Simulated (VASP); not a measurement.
# Hf (Fm-3m) in VASP: notebook

Runs on Hf. Level: PBE. Tasks: single point.

Everything below comes from runs of VASP 6.6.1. Logs are shortened: lines on timing, memory, paths and dates and some standing lists are left out, and cuts for length are marked.

## 1. The cell of the first run

The structure is cubic, space group Fm-3m (No. 225). The conventional cell has a = 4.486 Å, b = 4.486 Å, c = 4.486 Å, α = 90.00°, β = 90.00°, γ = 90.00°. Hf (site symmetry m-3m) has 12 Hf at 3.17 Å within 4.2 Å.

## 2. Single point, PBE

Contents of INCAR:

```
PREC = Accurate ; ENCUT = 500
EDIFF = 1E-6 ; ISMEAR = -1
SIGMA = 0.1 ; LREAL = False
LASPH = True ; NELM = 120
ALGO = Normal ; ISIF = 2
LWAVE = False ; LCHARG = True
GGA = PE ; LELF = True
LVHAR = True ; NBANDS = 28
GGA_COMPAT = False
```

Contents of KPOINTS:

```
Automatic mesh
0
Gamma
  2 2 2
```

Contents of POSCAR:

```
Hf
1.0
    4.4858275400      0.0000000000      0.0000000000
    0.0000000000      4.4858275400      0.0000000000
    0.0000000000      0.0000000000      4.4858275400
Hf
4
Direct
    0.5000000000      0.5000000000      0.0000000000
    0.0000000000      0.0000000000      0.0000000000
    0.5000000000      0.0000000000      0.5000000000
    0.0000000000      0.5000000000      0.5000000000
```

Potentials or basis: VASP PAW PBE potentials, release 64 (Hf_pv).

Started as:

```bash
> cat potpaw_PBE.64/Hf_pv/POTCAR > POTCAR
> mpirun -np 1 vasp_std > vasp.out
```

OUTCAR:

```text
PREC = Accurate
   ENCUT = 500
   EDIFF = 1E-6
   ISMEAR = -1
   LREAL = False
   LASPH = True
   NELM = 120
   ISIF = 2
   GGA = PE

 ion  position               nearest neighbor table
   1  0.500  0.500  0.000-   2 3.17   3 3.17   4 3.17   3 3.17   4 3.17   2 3.17   3 3.17   3 3.17
                             2 3.17   4 3.17   4 3.17   2 3.17
   2  0.000  0.000  0.000-   1 3.17   3 3.17   4 3.17   3 3.17   4 3.17   1 3.17   4 3.17   4 3.17
                             1 3.17   3 3.17   3 3.17   1 3.17
   3  0.500  0.000  0.500-   1 3.17   2 3.17   4 3.17   1 3.17   2 3.17   1 3.17   4 3.17   1 3.17
                             2 3.17   4 3.17   2 3.17   4 3.17
   4  0.000  0.500  0.500-   1 3.17   2 3.17   3 3.17   1 3.17   2 3.17   2 3.17   3 3.17   2 3.17
                             1 3.17   3 3.17   1 3.17   3 3.17

  LATTYP: Found a simple cubic cell.
 ALAT       =     4.4858275400

  Lattice vectors:

 A1 = (   4.4858275400,   0.0000000000,   0.0000000000)
 A2 = (   0.0000000000,   4.4858275400,   0.0000000000)
 A3 = (   0.0000000000,   0.0000000000,   4.4858275400)

Analysis of symmetry for initial positions (statically):
=====================================================================
 Subroutine PRICEL returns following result:

  LATTYP: Found a face centered cubic cell.
 ALAT       =     4.4858275400

  Lattice vectors:

 A1 = (   2.2429137700,  -2.2429137700,   0.0000000000)
 A2 = (   2.2429137700,   0.0000000000,   2.2429137700)
 A3 = (   0.0000000000,  -2.2429137700,   2.2429137700)

   4 primitive cells build up your supercell.

 Routine SETGRP: Setting up the symmetry group for a
 simple cubic supercell.

 Subroutine GETGRP returns: Found 48 space group operations
 (whereof 48 operations were pure point group operations)
 out of a pool of 48 trial point group operations.

The static configuration has the point symmetry O_h .

Analysis of symmetry for dynamics (positions and initial velocities):
=====================================================================
 Subroutine PRICEL returns following result:

  LATTYP: Found a face centered cubic cell.
 ALAT       =     4.4858275400

  Lattice vectors:

 A1 = (   2.2429137700,  -2.2429137700,   0.0000000000)
 A2 = (   2.2429137700,   0.0000000000,   2.2429137700)
 A3 = (   0.0000000000,  -2.2429137700,   2.2429137700)

   4 primitive cells build up your supercell.

 Routine SETGRP: Setting up the symmetry group for a
 simple cubic supercell.

 Subroutine GETGRP returns: Found 48 space group operations
 (whereof 48 operations were pure point group operations)
 out of a pool of 48 trial point group operations.

The dynamic configuration has the point symmetry O_h .

 Subroutine INISYM returns: Found 48 space group operations
 (whereof 48 operations are pure point group operations),
 and found     4 'primitive' translations

----------------------------------------------------------------------------------------

                                     Primitive cell

  volume of cell :      22.5667

  direct lattice vectors                    reciprocal lattice vectors
     2.242913770 -2.242913770  0.000000000     0.222924308 -0.222924308 -0.222924308
     2.242913770  0.000000000  2.242913770     0.222924308  0.222924308  0.222924308
     0.000000000 -2.242913770  2.242913770    -0.222924308 -0.222924308  0.222924308

  length of vectors
     3.171959073  3.171959073  3.171959073     0.386116228  0.386116228  0.386116228

  position of ions in fractional coordinates (direct lattice)
     1.000000000  0.000000000  0.000000000

  ion indices of the primitive-cell ions
   primitive index   ion index
                 1           1

----------------------------------------------------------------------------------------

 KPOINTS: Automatic mesh

Automatic generation of k-mesh.
 Grid dimensions read from file:
 generate k-points for:    2    2    2

 Generating k-lattice:

  Cartesian coordinates                     Fractional coordinates (reciprocal lattice)
     0.111462154  0.000000000  0.000000000     0.500000000  0.000000000  0.000000000
     0.000000000  0.111462154  0.000000000     0.000000000  0.500000000  0.000000000
     0.000000000  0.000000000  0.111462154     0.000000000  0.000000000  0.500000000

  Length of vectors
     0.111462154  0.111462154  0.111462154

  Shift w.r.t. Gamma in fractional coordinates (k-lattice)
     0.000000000  0.000000000  0.000000000

 Subroutine IBZKPT returns following result:
 ===========================================

 Found      4 irreducible k-points:

 Following reciprocal coordinates:
            Coordinates               Weight
  0.000000  0.000000  0.000000      1.000000
  0.500000  0.000000  0.000000      3.000000
  0.500000  0.500000  0.000000      3.000000
  0.500000  0.500000  0.500000      1.000000
   k-points           NKPTS =      4   k-points in BZ     NKDIM =      4   number of bands    NBANDS=     28
   number of dos      NEDOS =    301   number of ions     NIONS =      4
   total plane-waves  NPLWV =  46656
   dimension x,y,z NGX =    36 NGY =   36 NGZ =   36
   dimension x,y,z NGXF=    72 NGYF=   72 NGZF=   72
   ions per type =               4
   NGX,Y,Z   is equivalent  to a cutoff of  13.34, 13.34, 13.34 a.u.
   NGXF,Y,Z  is equivalent  to a cutoff of  26.68, 26.68, 26.68 a.u.
 SYSTEM =  unknown system
   PREC   = accura    normal or accurate (medium, high low for compatibility)
   ISTART =      0    job   : 0-new  1-cont  2-samecut
   ICHARG =      2    charge: 1-file 2-atom 10-const
   ISPIN  =      1    spin polarized calculation?
   LNONCOLLINEAR =      F non collinear calculations
   LSORBIT =      F    spin-orbit coupling
   LASPH  =      T    aspherical Exc in radial PAW
   ENCUT  =  500.0 eV  36.75 Ry    6.06 a.u.   8.18  8.18  8.18*2*pi/ulx,y,z
   NELM   =    120;   NELMIN=  2; NELMDL= -5     # of ELM steps
   EDIFF  = 0.1E-05   stopping-criterion for ELM
   LREAL  =      F    real-space projection
   EDIFFG = 0.1E-04   stopping-criterion for IOM
   NSW    =      0    number of steps for IOM
   IBRION =     -1    ionic relax: 0-MD 1-quasi-New 2-CG
   NFREE  =      0    steps in history (QN), initial steepest desc. (CG)
   ISIF   =      2    stress and relaxation
   ISYM   =      2    0-nonsym 1-usesym 2-fastsym
   POTIM  = 0.5000    time-step for ionic-motion
   TEBEG  =    0.0;   TEEND  =   0.0 temperature during run
   PSTRESS=    0.0 pullay stress
   NELECT =      40.0000    total number of electrons
   NUPDOWN=      -1.0000    fix difference up-down
   EMIN   =  10.00;   EMAX   =-10.00  energy-range for DOS
   EFERMI =   0.00;   METHOD = LEGACY
   ISMEAR =    -1;   SIGMA  =   0.10  broadening in eV -4-tet -1-fermi 0-gaus
   EFERMI_NEDOS =   21; number of points for ismear=-14 and -15
   IALGO  =     38    algorithm
   IMIX   =      4    mixing-type and parameters
     AMIX     =   0.40;   BMIX     =  1.00
     AMIX_MAG =   1.60;   BMIX_MAG =  1.00
  volume/ion in A,a.u.               =      22.57       152.29
  Fermi-wavevector in a.u.,A,eV,Ry     =   1.248108  2.358583 21.194805  1.557774
  Thomas-Fermi vector in A             =   2.382210
   LORBIT       =      0    0 simple, 1 ext, 2 COOP (PROOUT), +10 PAW based schemes
   GGA     = PE    functional components
   LHFCALC =     F    Hartree Fock is set to
   AEXX    =    0.0000 exact exchange contribution
   IVDW    =     0    specifies the selected vdW correction
   LEPSILON=     F    determine dielectric tensor
   LRPA    =     F    only Hartree local field effects (RPA)
 non-spin polarized calculation
  energy-cutoff  :      500.00
  volume of cell :       90.27
 maximum number of plane-waves:      2320
 NGX is ok and might be reduce to    36
   NGX = 17   NGY = 17   NGZ = 17

 number of electron      39.9999989 magnetization

 Free energy of the ion-electron system (eV)
  ---------------------------------------------------
  ext. energy  EPLUGINS =         0.00000000
  ---------------------------------------------------
  free energy    TOTEN  =       -38.39372832 eV

  energy without entropy =      -37.95343792  energy(sigma->0) =      -38.17358312

 E-fermi :   4.5646     XC(G=0): -11.2143

 val. band max:        4.4196846268   @ k =   0.5000   0.5000   0.0000
 cond. band min:       4.6763317380   @ k =   0.5000   0.5000   0.0000
 fundamental gap:      0.2566471112
 Fermi energy:         4.5645524892

 k-point     1 :       0.0000    0.0000    0.0000
  band No.  band energies     occupation
      1     -25.9390      2.00000
      2     -25.9390      2.00000
      3     -25.9390      2.00000
      4     -25.4805      2.00000
      5     -25.4805      2.00000
      6     -25.4805      2.00000
[... 20 lines left out ...]
     27       8.9316      0.00000
     28      11.0421      0.00000

 k-point     2 :       0.5000    0.0000    0.0000
  band No.  band energies     occupation
      1     -25.7142      2.00000
      2     -25.7142      2.00000
      3     -25.7142      2.00000
      4     -25.7142      2.00000
      5     -25.5881      2.00000
      6     -25.5881      2.00000
[... 20 lines left out ...]
     27       7.8553      0.00000
     28       7.8553      0.00000

 k-point     3 :       0.5000    0.5000    0.0000
  band No.  band energies     occupation
      1     -25.7689      2.00000
      2     -25.7689      2.00000
      3     -25.7689      2.00000
      4     -25.7689      2.00000
      5     -25.5293      2.00000
      6     -25.5293      2.00000
[... 20 lines left out ...]
     27       7.2743      0.00000
     28       7.2743      0.00000

 k-point     4 :       0.5000    0.5000    0.5000
  band No.  band energies     occupation
      1     -25.9897      2.00000
      2     -25.9897      2.00000
      3     -25.9897      2.00000
      4     -25.9897      2.00000
      5     -25.3002      2.00000
      6     -25.3002      2.00000
[... 20 lines left out ...]
     27       5.9367      0.00000
     28       5.9367      0.00000

------------------------ aborting loop because EDIFF is reached ----------------------------------------

  FORCE on cell =-STRESS in cart. coord.  units (eV):
  Direction    XX          YY          ZZ          XY          YZ          ZX
  --------------------------------------------------------------------------------------
  -------------------------------------------------------------------------------------
  Total        1.2637988      1.2637988      1.2637988     -0.0000000     -0.0000000      0.0000000
  in kB       22.4316292     22.4316292     22.4316292     -0.0000000     -0.0000000      0.0000000
  external PRESSURE =      22.4316292 kB  Pullay stress =       0.0000000 kB

 VOLUME and BASIS-vectors are now :
 -----------------------------------------------------------------------------
  energy-cutoff  :      500.00
  volume of cell :       90.27
      direct lattice vectors                 reciprocal lattice vectors
     4.485827540  0.000000000  0.000000000     0.222924308  0.000000000  0.000000000
     0.000000000  4.485827540  0.000000000     0.000000000  0.222924308  0.000000000
     0.000000000  0.000000000  4.485827540     0.000000000  0.000000000  0.222924308

 POSITION                                       TOTAL-FORCE (eV/Angst)
 -----------------------------------------------------------------------------------
      2.24291      2.24291      0.00000        -0.000000     -0.000000      0.000000
      0.00000      0.00000      0.00000        -0.000000      0.000000     -0.000000
      2.24291      0.00000      2.24291        -0.000000     -0.000000      0.000000
      0.00000      2.24291      2.24291         0.000000     -0.000000     -0.000000
 -----------------------------------------------------------------------------------
    total drift:                                0.000000      0.000000      0.000000

  FREE ENERGIE OF THE ION-ELECTRON SYSTEM (eV)
  ---------------------------------------------------
  free  energy   TOTEN  =       -38.3937283202 eV

  energy  without entropy=      -37.9534379217  energy(sigma->0) =      -38.17358312
```

Run time: 25 s. Hardware: 1 thread of Intel Xeon Platinum 8259CL at 2.50GHz (Skylake/Cascade Lake), shared host; peak memory 0.2 GiB.

What came out:

```
Free energy            : -38.3937 eV
Pressure               : 2.2 GPa
Band gap on the k mesh : zero (band 20 reaches 6.18 eV, above the bottom of band 21 at 4.38 eV)
```

Caveat: the k points lie up to 0.70 Å⁻¹ apart; spin-orbit coupling is left out, which moves the levels of the heavy elements.

## 3. Single point, PBE

Contents of INCAR:

```
SYSTEM = Hf
ALGO = Normal
EDIFF = 1E-6
ENCUT = 500
GGA = PE
GGA_COMPAT = .False.
ISIF = 2
ISMEAR = -1
LASPH = .True.
LCHARG = .False.
LREAL = .False.
LWAVE = .False.
NBANDS = 28
NELM = 120
PREC = Accurate
SIGMA = 0.1
```

Contents of KPOINTS:

```
k-points
0
Gamma
  2 2 2
  0 0 0
```

POSCAR is that of step 2.

Potentials or basis: VASP PAW PBE potentials, release 64 (Hf_pv).

Started as:

```bash
> cat potpaw_PBE.64/Hf_pv/POTCAR > POTCAR
> mpirun -np 1 vasp_std > vasp.out
```

Wall time 27 s (1 thread of Intel Xeon Platinum 8259CL at 2.50GHz (Skylake/Cascade Lake), shared host); peak memory 0.19 GiB.

It converged, with:

| Quantity | Value |
| --- | --- |
| Free energy | -38.3937 eV |
| Pressure | 2.2 GPa |
| Band gap on the k mesh | zero (band 20 reaches 6.18 eV, above the bottom of band 21 at 4.38 eV) |

Levels at points of the mesh, in eV from the Fermi level:
| k point | band 15 | band 16 | band 17 | band 18 | band 19 | band 20 | band 21 | band 22 | band 23 | band 24 |
| --- | --- | --- | --- | --- | --- | --- | --- | --- | --- | --- |
| (0.00, 0.00, 0.00) | -3.11 | -3.11 | -1.88 | -1.88 | -1.88 | 1.62 | 1.62 | 1.62 | 2.65 | 2.65 |
| (0.50, 0.00, 0.00) | -1.66 | -1.66 | -0.50 | -0.50 | -0.18 | -0.18 | -0.18 | -0.18 | 1.62 | 1.62 |
| (0.50, 0.50, 0.00) | -2.73 | -2.73 | -0.14 | -0.14 | -0.14 | -0.14 | 0.11 | 0.11 | 0.11 | 0.11 |
| (0.50, 0.50, 0.50) | -3.42 | -3.42 | 0.65 | 0.65 | 0.65 | 0.65 | 1.37 | 1.37 | 1.37 | 1.37 |

Caveat: the k points lie up to 0.70 Å⁻¹ apart; spin-orbit coupling is left out, which moves the levels of the heavy elements.
